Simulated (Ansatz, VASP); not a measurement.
## One calculation of Pt, two programs

```
CELL_PARAMETERS angstrom
-1.40064 1.40064 1.98697
1.40064 -1.40064 1.98697
1.40064 1.40064 -1.98697
ATOMIC_POSITIONS crystal
Pt 0.00000 0.00000 0.00000
```

Alike in both runs: functional PBE; k mesh 8 × 8 × 8; occupations gaussian, width 0.1 eV; no spin polarisation.

Ansatz relaxed the structure, and its values are those at the end. VASP's run is a single point on that final structure, the one shown.

|  | VASP | Ansatz |
| --- | --- | --- |
| version | VASP 6.6.1 | Ansatz 0.2.0 |
| potentials or method | VASP PAW PBE potentials, release 64 (Pt), cutoff 520 eV | scalar-relativistic, plane waves, PAW |
| valence electrons in the cell | 10 | 18 |

|  | VASP | Ansatz | Ansatz less VASP |
| --- | --- | --- | --- |
| gap on the k mesh at the Fermi level (eV) | none | none | - |
| pressure (GPa) | -0.3 | 0.2 | +0.54 |

A gap of «none» marks a metal or a gap that the smearing closes. VASP's potentials hold 10 valence electrons a cell and Ansatz's 18, so a difference there can come from the potentials and not from the codes.

The k mesh is coarse, so the values compare programs but aren't converged. Spin-orbit coupling is off throughout.
